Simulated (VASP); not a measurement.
# AlN (NiAs type) (P6_3/mmc) in VASP: relaxation of cell and atoms with PBE

Aim: the relaxation of cell and atoms of AlN (NiAs type) with PBE.

Everything below comes from runs of VASP 6.6.1. Logs are shortened: lines on timing, memory, paths and dates and some standing lists are left out, and cuts for length are marked.

### Step 1. The cell of the first run

The structure is hexagonal, space group P6_3/mmc (No. 194). The conventional cell has a = 2.600 Å, b = 2.600 Å, c = 4.031 Å, α = 90.00°, β = 90.00°, γ = 120.00°. Within 2.4 Å of Al (site symmetry -3m) lie 6 N at 1.81 Å and 2 Al at 2.02 Å. Within 2.4 Å of N (site symmetry -6m2) lie 6 Al at 1.81 Å.

### Step 2. Relaxation of cell and atoms, PBE, target pressure 180 GPa, at which the enthalpy is minimised

INCAR reads:

```
SYSTEM = AlN
ALGO = Normal
EDIFF = 1E-6
EDIFFG = -0.005
ENCUT = 600
GGA = PE
IBRION = 2
ISIF = 3
ISMEAR = -1
LASPH = .True.
LCHARG = .False.
LREAL = .False.
LWAVE = .False.
NELM = 100
NSW = 60
PREC = Accurate
PSTRESS = 1800.0
SIGMA = 0.08
```

KPOINTS reads:

```
k-points
0
Gamma
  13 13 7
  0 0 0
```

POSCAR reads:

```
AlN
1.0
    2.6004935410      0.0000000000      0.0000000000
   -1.3002467705      2.2520934689      0.0000000000
    0.0000000000      0.0000000000      4.0307649886
Al N
2 2
Direct
    0.0000000000      0.0000000000      0.0000000000
    0.0000000000      0.0000000000      0.5000000000
    0.3333333333      0.6666666667      0.2500000000
    0.6666666667      0.3333333333      0.7500000000
```

Potentials or basis: VASP PAW PBE potentials, release 64 (Al, N).

On the command line:

```bash
cat potpaw_PBE.64/Al/POTCAR potpaw_PBE.64/N/POTCAR > POTCAR
mpirun -np 1 vasp_std > vasp.out
```

OUTCAR:

```text
SYSTEM = AlN
   EDIFF = 1E-6
   EDIFFG = -0.005
   ENCUT = 600
   GGA = PE
   IBRION = 2
   ISIF = 3
   ISMEAR = -1
   LASPH = .True.
   LREAL = .False.
   NELM = 100
   NSW = 60
   PREC = Accurate
   PSTRESS = 1800.0

 ion  position               nearest neighbor table
   1  0.000  0.000  0.000-   3 1.81   4 1.81   4 1.81   3 1.81   4 1.81   3 1.81   2 2.02   2 2.02
                             2 3.29   2 3.29   2 3.29   2 3.29   2 3.29   2 3.29   2 3.29   2 3.29
   2  0.000  0.000  0.500-   3 1.81   4 1.81   4 1.81   3 1.81   4 1.81   3 1.81   1 2.02   1 2.02
                             1 3.29   1 3.29   1 3.29   1 3.29   1 3.29   1 3.29   1 3.29   1 3.29
   3  0.333  0.667  0.250-   1 1.81   2 1.81   1 1.81   2 1.81   1 1.81   2 1.81
   4  0.667  0.333  0.750-   1 1.81   2 1.81   1 1.81   2 1.81   1 1.81   2 1.81

  LATTYP: Found a hexagonal cell.
 ALAT       =     2.6004935410
 C/A-ratio  =     1.5500000000

  Lattice vectors:

 A1 = (   2.6004935410,   0.0000000000,   0.0000000000)
 A2 = (  -1.3002467705,   2.2520934689,   0.0000000000)
 A3 = (   0.0000000000,   0.0000000000,   4.0307649886)

Analysis of symmetry for initial positions (statically):
=====================================================================
 Subroutine PRICEL returns:
 Original cell was already a primitive cell.

 Routine SETGRP: Setting up the symmetry group for a
 hexagonal supercell.

 Subroutine GETGRP returns: Found 24 space group operations
 (whereof 12 operations were pure point group operations)
 out of a pool of 24 trial point group operations.

The static configuration has the point symmetry D_3d.
 The point group associated with its full space group is D_6h.

Analysis of symmetry for dynamics (positions and initial velocities):
=====================================================================
 Subroutine PRICEL returns:
 Original cell was already a primitive cell.

 Routine SETGRP: Setting up the symmetry group for a
 hexagonal supercell.

 Subroutine GETGRP returns: Found 24 space group operations
 (whereof 12 operations were pure point group operations)
 out of a pool of 24 trial point group operations.

The dynamic configuration has the point symmetry D_3d.
 The point group associated with its full space group is D_6h.

 Subroutine INISYM returns: Found 24 space group operations
 (whereof 12 operations are pure point group operations),
 and found     1 'primitive' translations

----------------------------------------------------------------------------------------

                                     Primitive cell

  volume of cell :      23.6064

  direct lattice vectors                    reciprocal lattice vectors
     2.600493541  0.000000000  0.000000000     0.384542389  0.222015652  0.000000000
    -1.300246771  2.252093469  0.000000000     0.000000000  0.444031304  0.000000000
     0.000000000  0.000000000  4.030764989     0.000000000  0.000000000  0.248091864

  length of vectors
     2.600493541  2.600493541  4.030764989     0.444031304  0.444031304  0.248091864

  position of ions in fractional coordinates (direct lattice)
     0.000000000  0.000000000  0.000000000
     0.000000000  0.000000000  0.500000000
     0.333333333  0.666666667  0.250000000
     0.666666667  0.333333333  0.750000000

  ion indices of the primitive-cell ions
   primitive index   ion index
                 1           1
                 2           2
                 3           3
                 4           4

----------------------------------------------------------------------------------------

 KPOINTS: k-points

Automatic generation of k-mesh.
 Grid dimensions read from file:
 generate k-points for:   13   13    7

 Generating k-lattice:

  Cartesian coordinates                     Fractional coordinates (reciprocal lattice)
     0.029580184  0.017078127  0.000000000     0.076923077  0.000000000  0.000000000
     0.000000000  0.034156254  0.000000000     0.000000000  0.076923077  0.000000000
     0.000000000  0.000000000  0.035441695     0.000000000  0.000000000  0.142857143

  Length of vectors
     0.034156254  0.034156254  0.035441695

  Shift w.r.t. Gamma in fractional coordinates (k-lattice)
     0.000000000  0.000000000  0.000000000

 Subroutine IBZKPT returns following result:
 ===========================================

 Found     84 irreducible k-points:

 Following reciprocal coordinates:
            Coordinates               Weight
  0.000000  0.000000  0.000000      1.000000
  0.076923  0.000000  0.000000      6.000000
  0.153846  0.000000  0.000000      6.000000
  0.230769 -0.000000  0.000000      6.000000
  0.307692  0.000000  0.000000      6.000000
  0.384615  0.000000  0.000000      6.000000
[... 16 lines left out ...]
  0.076923  0.000000  0.142857     12.000000
  0.153846  0.000000  0.142857     12.000000
 [... further k-points ...]
   k-points           NKPTS =     84   k-points in BZ     NKDIM =     84   number of bands    NBANDS=     12
   number of dos      NEDOS =    301   number of ions     NIONS =      4
   total plane-waves  NPLWV =  18432
   dimension x,y,z NGX =    24 NGY =   24 NGZ =   32
   dimension x,y,z NGXF=    48 NGYF=   48 NGZF=   64
   ions per type =               2   2
   NGX,Y,Z   is equivalent  to a cutoff of  15.34, 15.34, 13.20 a.u.
   NGXF,Y,Z  is equivalent  to a cutoff of  30.69, 30.69, 26.40 a.u.
 SYSTEM =  AlN
   PREC   = accura    normal or accurate (medium, high low for compatibility)
   ISTART =      0    job   : 0-new  1-cont  2-samecut
   ICHARG =      2    charge: 1-file 2-atom 10-const
   ISPIN  =      1    spin polarized calculation?
   LNONCOLLINEAR =      F non collinear calculations
   LSORBIT =      F    spin-orbit coupling
   LASPH  =      T    aspherical Exc in radial PAW
   ENCUT  =  600.0 eV  44.10 Ry    6.64 a.u.   5.19  5.19  8.05*2*pi/ulx,y,z
   NELM   =    100;   NELMIN=  2; NELMDL= -5     # of ELM steps
   EDIFF  = 0.1E-05   stopping-criterion for ELM
   LREAL  =      F    real-space projection
   EDIFFG = -.5E-02   stopping-criterion for IOM
   NSW    =     60    number of steps for IOM
   IBRION =      2    ionic relax: 0-MD 1-quasi-New 2-CG
   NFREE  =      1    steps in history (QN), initial steepest desc. (CG)
   ISIF   =      3    stress and relaxation
   ISYM   =      2    0-nonsym 1-usesym 2-fastsym
   POTIM  = 0.5000    time-step for ionic-motion
   TEBEG  =    0.0;   TEEND  =   0.0 temperature during run
   PSTRESS= 1800.0 pullay stress
   NELECT =      16.0000    total number of electrons
   NUPDOWN=      -1.0000    fix difference up-down
   EMIN   =  10.00;   EMAX   =-10.00  energy-range for DOS
   EFERMI =   0.00;   METHOD = LEGACY
   ISMEAR =    -1;   SIGMA  =   0.08  broadening in eV -4-tet -1-fermi 0-gaus
   EFERMI_NEDOS =   21; number of points for ismear=-14 and -15
   IALGO  =     38    algorithm
   IMIX   =      4    mixing-type and parameters
     AMIX     =   0.40;   BMIX     =  1.00
     AMIX_MAG =   1.60;   BMIX_MAG =  1.00
  volume/ion in A,a.u.               =       5.90        39.83
  Fermi-wavevector in a.u.,A,eV,Ry     =   1.438042  2.717506 28.136373  2.067965
  Thomas-Fermi vector in A             =   2.557053
   LORBIT       =      0    0 simple, 1 ext, 2 COOP (PROOUT), +10 PAW based schemes
   GGA     = PE    functional components
   LHFCALC =     F    Hartree Fock is set to
   AEXX    =    0.0000 exact exchange contribution
   IVDW    =     0    specifies the selected vdW correction
   LEPSILON=     F    determine dielectric tensor
   LRPA    =     F    only Hartree local field effects (RPA)
 conjugate gradient relaxation of ions
 non-spin polarized calculation
  energy-cutoff  :      600.00
  volume of cell :       23.61
 maximum number of plane-waves:       796
 NGX is ok and might be reduce to    24
   NGX = 11   NGY = 11   NGZ = 17

--------------------------------------- Ionic step        1  -------------------------------------------

 number of electron      16.0000003 magnetization

 Free energy of the ion-electron system (eV)
  ---------------------------------------------------
  ext. energy  EPLUGINS =         0.00000000
  ---------------------------------------------------
  free energy    TOTEN  =       -22.69218339 eV

  energy without entropy =      -22.69218339  energy(sigma->0) =      -22.69218339

------------------------ aborting loop because EDIFF is reached ----------------------------------------

  FORCE on cell =-STRESS in cart. coord.  units (eV):
  Direction    XX          YY          ZZ          XY          YZ          ZX
  --------------------------------------------------------------------------------------
  -------------------------------------------------------------------------------------
  Total       21.0845707     21.0845707     46.8382171      0.0000000      0.0000000      0.0000000
  in kB     1431.0199096   1431.0199097   3178.9322281      0.0000000      0.0000000      0.0000000
  external PRESSURE =     213.6573491 kB  Pullay stress =    1800.0000000 kB
[... 103 lines left out ...]
  energy  without entropy=      -24.7630469876  energy(sigma->0) =      -24.76304699

  enthalpy is  TOTEN    =         2.8565087273 eV   P V=       27.6195557150

[... ionic steps 4 to 9 ...]

--------------------------------------- Ionic step       10  -------------------------------------------

 number of electron      16.0000000 magnetization

------------------------ aborting loop because EDIFF is reached ----------------------------------------
[... 75 lines left out ...]
--------------------------------------- Ionic step       12  -------------------------------------------

 number of electron      16.0000000 magnetization

 Free energy of the ion-electron system (eV)
  ---------------------------------------------------
  ext. energy  EPLUGINS =         0.00000000
  ---------------------------------------------------
  free energy    TOTEN  =       -24.08000287 eV

  energy without entropy =      -24.08000287  energy(sigma->0) =      -24.08000287

 E-fermi :  16.6548     XC(G=0): -13.8712

 val. band max:       15.0800849043   @ k =   0.0000   0.0000   0.0000
 cond. band min:      20.6345137408   @ k =   0.4615   0.0000   0.0000
 fundamental gap:      5.5544288365
 Fermi energy:        16.6548398557

 k-point     1 :       0.0000    0.0000    0.0000
  band No.  band energies     occupation
      1      -6.0862      2.00000
      2      -1.9210      2.00000
      3       3.6826      2.00000
      4      13.5607      2.00000
      5      13.5607      2.00000
      6      13.9377      2.00000
      7      15.0801      2.00000
      8      15.0801      2.00000
      9      23.6137      0.00000
     10      24.3453      0.00000
     11      26.4254      0.00000
     12      29.8964      0.00000
[... 331 lines left out ...]
 k-point    24 :       0.1538    0.0000    0.1429
  band No.  band energies     occupation
      1      -5.3641      2.00000
      2      -1.8798      2.00000
      3       4.8371      2.00000
      4      11.4383      2.00000
      5      12.7182      2.00000
      6      13.1157      2.00000
      7      13.4073      2.00000
      8      14.4936      2.00000
      9      23.6633      0.00000
     10      25.5441      0.00000
     11      27.1734      0.00000
     12      27.8298      0.00000

 [... further k-points ...]

------------------------ aborting loop because EDIFF is reached ----------------------------------------

  FORCE on cell =-STRESS in cart. coord.  units (eV):
  Direction    XX          YY          ZZ          XY          YZ          ZX
  --------------------------------------------------------------------------------------
  -------------------------------------------------------------------------------------
  Total       26.8876759     26.8876759     26.8880041      0.0000000     -0.0000000      0.0000000
  in kB     1799.9229559   1799.9229559   1799.9449232      0.0000000     -0.0000000      0.0000000
  external PRESSURE =      -0.0697217 kB  Pullay stress =    1800.0000000 kB
[... 23 lines left out ...]
  energy  without entropy=      -24.0800028730  energy(sigma->0) =      -24.08000287

  enthalpy is  TOTEN    =         2.8088239483 eV   P V=       26.8888268213

 reached required accuracy - stopping structural energy minimisation
```

Run time: 74 s. Hardware: 1 thread of Intel Xeon Platinum 8559C (Emerald Rapids), shared host; peak memory 0.17 GiB.

What came out:

* Free energy: -24.0800 eV
* Relaxed volume: 5.98 Å³/atom
* Relaxed cell: a = 2.513 Å, b = 2.513 Å, c = 4.376 Å, α = 90.00°, β = 90.00°, γ = 120.00°
* Space group after relaxing (to 0.1 Å): P6_3/mmc (No. 194)
* Energy change on relaxing (the run minimises the enthalpy): -347.0 meV/atom
* Ionic steps: 12
* Pressure after relaxing: 180.0 GPa
* Band gap on the k mesh: 5.55 eV (least direct gap 7.53 eV)

Step by step:
| step | energy change (eV) | largest force (eV/Å) | pressure (GPa) | volume (Å³) |
| --- | --- | --- | --- | --- |
| 1 | 0.0000 | 0.0000 | 201.37 | 23.61 |
| 2 | -0.8202 | 0.0000 | 125.92 | 25.66 |
| 3 | -2.0709 | 0.0000 | 157.95 | 24.58 |
| 4 | -1.9795 | 0.0000 | 161.47 | 24.49 |
| 5 | 0.5055 | 0.0000 | 236.53 | 22.50 |
| 6 | -1.4166 | 0.0000 | 179.07 | 23.96 |
| 7 | -1.3982 | 0.0000 | 179.63 | 23.94 |
| 8 | -1.3859 | 0.0000 | 180.00 | 23.93 |
| 9 | -1.3671 | 0.0000 | 180.68 | 23.92 |
| 10 | -1.3766 | 0.0000 | 180.34 | 23.92 |
| 11 | -1.4081 | 0.0000 | 179.37 | 23.95 |
| 12 | -1.3878 | 0.0000 | 179.99 | 23.93 |

Final structure:
```xyz
4
Lattice="2.5131 0.0000 0.0000 -1.2566 2.1764 0.0000 0.0000 0.0000 4.3757" Properties=species:S:1:pos:R:3 pbc="T T T"
Al    0.0000    0.0000    0.0000
Al    0.0000    0.0000    2.1878
N     0.0000    1.4510    1.0939
N     1.2566    0.7255    3.2818
```

Caveat: the cell is relaxed towards a set pressure, so the run minimises the enthalpy, not the energy; an odd mesh through Γ misses points on the zone boundary, where band edges can lie.
